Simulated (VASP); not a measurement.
# BaTiO3 (Amm2) in VASP: single point with PBE+U

Aim: the single point of BaTiO3 with PBE+U.

Program: VASP 6.6.1. These are calculated values, not measurements. Logs are shortened: lines on timing, memory, paths and dates and some standing lists are left out, and cuts for length are marked.

## Step 1: The cell of the first run

It takes space group Amm2 (No. 38, orthorhombic). The conventional cell has a = 4.008 Å, b = 5.747 Å, c = 6.060 Å, α = 90.00°, β = 90.00°, γ = 90.00°. Ba (site symmetry mm2) has 12 O at 2.85 to 3.13 Å and 8 Ti at 3.50 to 3.69 Å within 3.8 Å. Ti (site symmetry mm2) has 6 O at 1.93 to 2.25 Å within 2.6 Å. O (site symmetry mm2) has 2 Ti at 2.01 Å within 2.7 Å. O (site symmetry m) has 2 Ti at 1.93 to 2.25 Å within 2.6 Å.

## Step 2: Single point, PBE+U (strain +0.000 along x and y, +0.050 along z)

INCAR reads:

```
PREC = Accurate
ENCUT = 520
EDIFF = 1E-6
ISMEAR = 0
SIGMA = 0.05
LREAL = False
LASPH = True
NELM = 150
ALGO = Normal
ISIF = 2
LWAVE = False
LCHARG = False
LMAXMIX = 4
LDAU = True
LDAUTYPE = 2
LDAUL = -1 2 -1
LDAUU = 0 4 0
LDAUJ = 0 0 0
LDAUPRINT = 1
GGA = PE
NBANDS = 28
```

KPOINTS reads:

```
regular mesh
0
Gamma
  6 6 6
```

POSCAR reads:

```
BaTiO3
1.0
    4.0082194129      0.0000000000      0.0000000000
    0.0000000000      2.8732814832      3.0302143625
    0.0000000000     -2.8732814832      3.0302143625
Ba Ti O
1 1 3
Direct
    0.0000000000      0.0080771898      0.0080771898
    0.5000000000      0.5197092923      0.5197092923
    0.0000000000      0.4916268263      0.4916268263
    0.5000000000      0.4938075436      0.9829991481
    0.5000000000      0.9829991481      0.4938075436
```

Potentials or basis: VASP PAW PBE potentials, release 64 (Ba_sv, Ti_sv, O).

On the command line:

```bash
cat potpaw_PBE.64/Ba_sv/POTCAR potpaw_PBE.64/Ti_sv/POTCAR potpaw_PBE.64/O/POTCAR > POTCAR
mpirun -np 1 vasp_std > vasp.out
```

OUTCAR:

```text
PREC = Accurate
   ENCUT = 520
   EDIFF = 1E-6
   ISMEAR = 0
   LREAL = False
   LASPH = True
   NELM = 150
   ISIF = 2
   GGA = PE

 ion  position               nearest neighbor table
   1  0.000  0.008  0.008-   4 2.85   5 2.85   4 2.85   5 2.85   3 2.88   3 2.88   3 2.93   5 2.94
                             4 2.94   5 2.94   4 2.94   3 3.13   2 3.50   2 3.50   2 3.50   2 3.50
   2  0.500  0.520  0.520-   4 1.93   5 1.93   3 2.01   3 2.01   5 2.25   4 2.25   1 3.50   1 3.50
                             1 3.50   1 3.50   1 3.57   1 3.57   1 3.69   1 3.69
   3  0.000  0.492  0.492-   2 2.01   2 2.01   1 2.88   1 2.88   1 2.93   1 3.13
   4  0.500  0.494  0.983-   2 1.93   2 2.25   1 2.85   1 2.85   1 2.94   1 2.94
   5  0.500  0.983  0.494-   2 1.93   2 2.25   1 2.85   1 2.85   1 2.94   1 2.94

  LATTYP: Found a base centered orthorhombic cell.
 ALAT       =     5.7465629664
 B/A-ratio  =     1.0546179970
 C/A-ratio  =     0.6974985633

  Lattice vectors:

 A1 = (   0.0000000000,   2.8732814832,  -3.0302143625)
 A2 = (   0.0000000000,   2.8732814832,   3.0302143625)
 A3 = (   4.0082194129,   0.0000000000,   0.0000000000)

Analysis of symmetry for initial positions (statically):
=====================================================================
 Subroutine PRICEL returns:
 Original cell was already a primitive cell.

 Routine SETGRP: Setting up the symmetry group for a
 base centered orthorhombic supercell.

 Subroutine GETGRP returns: Found  4 space group operations
 (whereof  4 operations were pure point group operations)
 out of a pool of  8 trial point group operations.

The static configuration has the point symmetry C_2v.

Analysis of symmetry for dynamics (positions and initial velocities):
=====================================================================
 Subroutine PRICEL returns:
 Original cell was already a primitive cell.

 Routine SETGRP: Setting up the symmetry group for a
 base centered orthorhombic supercell.

 Subroutine GETGRP returns: Found  4 space group operations
 (whereof  4 operations were pure point group operations)
 out of a pool of  8 trial point group operations.
[... 161 lines left out ...]

spin component  2

  0.1083  0.0000  0.0000  0.0000  0.0000
  0.0000  0.2294  0.0000  0.0000  0.0000
  0.0000  0.0000  0.1340  0.0000 -0.0524
  0.0000  0.0000  0.0000  0.1066  0.0000
  0.0000  0.0000 -0.0524  0.0000  0.2041

 occupancies and eigenvectors

  o =  0.1060  v =  0.0000  0.0000 -0.8820  0.0000 -0.4712  0.0000  0.0000  0.0000  0.0000  0.0000      0.0000  0.0000  0.0000  0.0000  0.0000  0.0000  0.0000  0.0000  0.0000  0.0000
  o =  0.1060  v =  0.0000  0.0000  0.0000  0.0000  0.0000  0.0000  0.0000 -0.8820  0.0000 -0.4712      0.0000  0.0000  0.0000  0.0000  0.0000  0.0000  0.0000  0.0000  0.0000  0.0000
  o =  0.1066  v =  0.0000  0.0000  0.0000  1.0000  0.0000  0.0000  0.0000  0.0000  0.0000  0.0000      0.0000  0.0000  0.0000  0.0000  0.0000  0.0000  0.0000  0.0000  0.0000  0.0000
  o =  0.1066  v =  0.0000  0.0000  0.0000  0.0000  0.0000  0.0000  0.0000  0.0000  1.0000  0.0000      0.0000  0.0000  0.0000  0.0000  0.0000  0.0000  0.0000  0.0000  0.0000  0.0000
  o =  0.1083  v =  0.0000  0.0000  0.0000  0.0000  0.0000  1.0000  0.0000  0.0000  0.0000  0.0000      0.0000  0.0000  0.0000  0.0000  0.0000  0.0000  0.0000  0.0000  0.0000  0.0000
  o =  0.1083  v =  1.0000  0.0000  0.0000  0.0000  0.0000  0.0000  0.0000  0.0000  0.0000  0.0000      0.0000  0.0000  0.0000  0.0000  0.0000  0.0000  0.0000  0.0000  0.0000  0.0000
  o =  0.2294  v =  0.0000  0.0000  0.0000  0.0000  0.0000  0.0000  1.0000  0.0000  0.0000  0.0000      0.0000  0.0000  0.0000  0.0000  0.0000  0.0000  0.0000  0.0000  0.0000  0.0000
  o =  0.2294  v =  0.0000  1.0000  0.0000  0.0000  0.0000  0.0000  0.0000  0.0000  0.0000  0.0000      0.0000  0.0000  0.0000  0.0000  0.0000  0.0000  0.0000  0.0000  0.0000  0.0000
  o =  0.2322  v =  0.0000  0.0000  0.0000  0.0000  0.0000  0.0000  0.0000 -0.4712  0.0000  0.8820      0.0000  0.0000  0.0000  0.0000  0.0000  0.0000  0.0000  0.0000  0.0000  0.0000
  o =  0.2322  v =  0.0000  0.0000 -0.4712  0.0000  0.8820  0.0000  0.0000  0.0000  0.0000  0.0000      0.0000  0.0000  0.0000  0.0000  0.0000  0.0000  0.0000  0.0000  0.0000  0.0000

 number of electron      39.9999984 magnetization

 Free energy of the ion-electron system (eV)
  ---------------------------------------------------
  ext. energy  EPLUGINS =         0.00000000
  ---------------------------------------------------
  free energy    TOTEN  =       -37.24113969 eV

  energy without entropy =      -37.24113969  energy(sigma->0) =      -37.24113969

 E-fermi :   3.7703     XC(G=0): -10.8101

 val. band max:        3.3698838806   @ k =   0.5000   0.5000   0.5000
 cond. band min:       5.6349717303   @ k =   0.0000   0.0000   0.0000
 fundamental gap:      2.2650878497
 Fermi energy:         3.7702901611

 k-point     1 :       0.0000    0.0000    0.0000
  band No.  band energies     occupation
      1     -54.5244      2.00000
      2     -30.7029      2.00000
      3     -30.6743      2.00000
      4     -30.6513      2.00000
      5     -21.7368      2.00000
      6     -13.4216      2.00000
[... 733 lines left out ...]
     27      11.1587      0.00000
     28      11.3734      0.00000

 [... further k-points ...]

------------------------ aborting loop because EDIFF is reached ----------------------------------------

  FORCE on cell =-STRESS in cart. coord.  units (eV):
  Direction    XX          YY          ZZ          XY          YZ          ZX
  --------------------------------------------------------------------------------------
  -------------------------------------------------------------------------------------
  Total       -0.5746353      0.0833576     -4.1334651      0.0000000      0.0000000      0.0000000
  in kB      -13.1907611      1.9134748    -94.8837512      0.0000000      0.0000000      0.0000000
  external PRESSURE =     -35.3870125 kB  Pullay stress =       0.0000000 kB

 VOLUME and BASIS-vectors are now :
 -----------------------------------------------------------------------------
  energy-cutoff  :      520.00
  volume of cell :       69.80
      direct lattice vectors                 reciprocal lattice vectors
     4.008219413  0.000000000  0.000000000     0.249487340  0.000000000  0.000000000
     0.000000000  2.873281483  3.030214363     0.000000000  0.174017061  0.165004828
     0.000000000 -2.873281483  3.030214363     0.000000000 -0.174017061  0.165004828

 POSITION                                       TOTAL-FORCE (eV/Angst)
 -----------------------------------------------------------------------------------
      0.00000      0.00000      0.04895         0.000000      0.000000      0.028038
      2.00411      0.00000      3.14966         0.000000      0.000000      0.197355
      0.00000      0.00000      2.97947         0.000000      0.000000     -0.058253
      2.00411     -1.40559      4.47504         0.000000      0.028767     -0.083570
      2.00411      1.40559      4.47504         0.000000     -0.028767     -0.083570
 -----------------------------------------------------------------------------------
    total drift:                                0.000000     -0.000000      0.000228

  FREE ENERGIE OF THE ION-ELECTRON SYSTEM (eV)
  ---------------------------------------------------
  free  energy   TOTEN  =       -37.2411396877 eV

  energy  without entropy=      -37.2411396877  energy(sigma->0) =      -37.24113969
```

OSZICAR:

```text
N       E                     dE             d eps       ncg     rms          rms(c)
DAV:   1     0.434716171401E+03    0.43472E+03   -0.20648E+04  2912   0.152E+03
DAV:   2    -0.531467361894E+01   -0.44003E+03   -0.42158E+03  3460   0.422E+02
DAV:   3    -0.473246170986E+02   -0.42010E+02   -0.41706E+02  4068   0.131E+02
DAV:   4    -0.492922850528E+02   -0.19677E+01   -0.19629E+01  4472   0.246E+01
DAV:   5    -0.493635313863E+02   -0.71246E-01   -0.71235E-01  4004   0.329E+00    0.223E+01
DAV:   6    -0.371786049781E+02    0.12185E+02   -0.59094E+01  4424   0.655E+01    0.887E+00
DAV:   7    -0.373431512288E+02   -0.16455E+00   -0.87297E+00  3884   0.179E+01    0.540E+00
DAV:   8    -0.372267173264E+02    0.11643E+00   -0.10712E+00  3728   0.872E+00    0.240E+00
DAV:   9    -0.372518665240E+02   -0.25149E-01   -0.21989E-01  3564   0.297E+00    0.114E+00
DAV:  10    -0.372503686146E+02    0.14979E-02   -0.99152E-02  3668   0.204E+00    0.795E-01
DAV:  11    -0.372412602007E+02    0.91084E-02   -0.38203E-02  4068   0.167E+00    0.114E-01
DAV:  12    -0.372411247690E+02    0.13543E-03   -0.17439E-03  3356   0.379E-01    0.567E-02
DAV:  13    -0.372411472237E+02   -0.22455E-04   -0.41754E-04  4060   0.131E-01    0.301E-02
DAV:  14    -0.372411588615E+02   -0.11638E-04   -0.58489E-05  3852   0.720E-02    0.348E-02
DAV:  15    -0.372411388007E+02    0.20061E-04   -0.68153E-05  3976   0.666E-02    0.374E-03
DAV:  16    -0.372411396877E+02   -0.88700E-06   -0.48776E-06  3292   0.175E-02
   1 F= -.37241140E+02 E0= -.37241140E+02  d E =-.183910E-31
```

It took 56 s on 1 thread of AMD EPYC 9R45 (Zen 5), shared host; peak memory 0.22 GiB.

What came out:

```
Free energy            : -37.2411 eV
Pressure               : -3.5 GPa
Largest force          : 0.197 eV/Å
Band gap on the k mesh : 2.27 eV (least direct gap 2.67 eV)
```

Forces on the atoms (eV/Å):
```
Ba   0.000  0.000  0.028
Ti   0.000  0.000  0.197
O    0.000  0.000 -0.058
O    0.000  0.029 -0.084
O    0.000 -0.029 -0.084
```

Stress tensor (GPa, compression positive):
```
-1.32  0.00  0.00
 0.00  0.19  0.00
 0.00  0.00 -9.49
```

Eigenvalues of the final occupation matrices:
```
    site  spin  trace               eigenvalues
site 2 d     1   0.78  0.11 0.11 0.11 0.23 0.23
site 2 d     2   0.78  0.11 0.11 0.11 0.23 0.23
```

Caveat: the cell differs from its parent crystal (strain +0.000 along x and y, +0.050 along z); the stress differs along the axes, from -9 to 0 GPa; spin-orbit coupling is left out, which moves the levels of the heavy elements. A k mesh can miss the band edges.
